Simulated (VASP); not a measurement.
Wanted: the native input for a VASP 6.6.1 run.

```yaml
Task: single point
Functional: PBEsol
Potentials_or_basis: VASP PAW PBE potentials, release 64 (Al, N)
Cutoff: 600 eV
k_mesh: 8 × 8 × 3
Occupations: gaussian, width 0.05 eV
Spin: no spin polarisation
Dipole_correction: no
Further_INCAR_settings: ALGO = Normal; EDIFF = 1e-06; NBANDS = 26
```

The structure of AlN lies in POSCAR:

```
AlN
1.0
   -3.1135599822      0.0000000000      0.0000000000
   -1.5567799911     -2.6964220408      0.0000000000
    0.0000000000      0.0000000000      9.9667009506
Al N
4 4
Direct
    0.3333333333      0.3333333333      0.0007550585
    0.3333333333      0.3333333333      0.5007550585
    0.6666666667      0.6666666667      0.2507550585
    0.6666666667      0.6666666667      0.7507550585
    0.3333333333      0.3333333333      0.1917449415
    0.3333333333      0.3333333333      0.6917449415
    0.6666666667      0.6666666667      0.4417449415
    0.6666666667      0.6666666667      0.9417449415
```

The input as run:

INCAR

```
PREC = Accurate
ENCUT = 600
EDIFF = 1E-6
ISMEAR = 0
SIGMA = 0.05
LREAL = F
LASPH = T
NELM = 120
ALGO = Normal
ISIF = 2
LWAVE = F
LCHARG = F
GGA = PS
NBANDS = 26
GGA_COMPAT = F
```

KPOINTS

```
Automatic mesh
0
Gamma
  8 8 3
```

Potentials or basis: VASP PAW PBE potentials, release 64 (Al, N).

Command:

```console
$ cat potpaw_PBE.64/Al/POTCAR potpaw_PBE.64/N/POTCAR > POTCAR
$ mpirun -np 1 vasp_std > vasp.out
```

It gave:

```
Pressure               : -0.1 GPa
Band gap on the k mesh : 4.11 eV
```

Caveat: the PAW data sets were made with another functional, which shifts forces and pressure a little; an odd mesh through Γ misses points on the zone boundary, where band edges can lie.

Run time: 33 s on 1 thread of Intel(R) Xeon(R) 6975P-C (Granite Rapids), with other jobs on the host, peak memory 0.24 GiB.
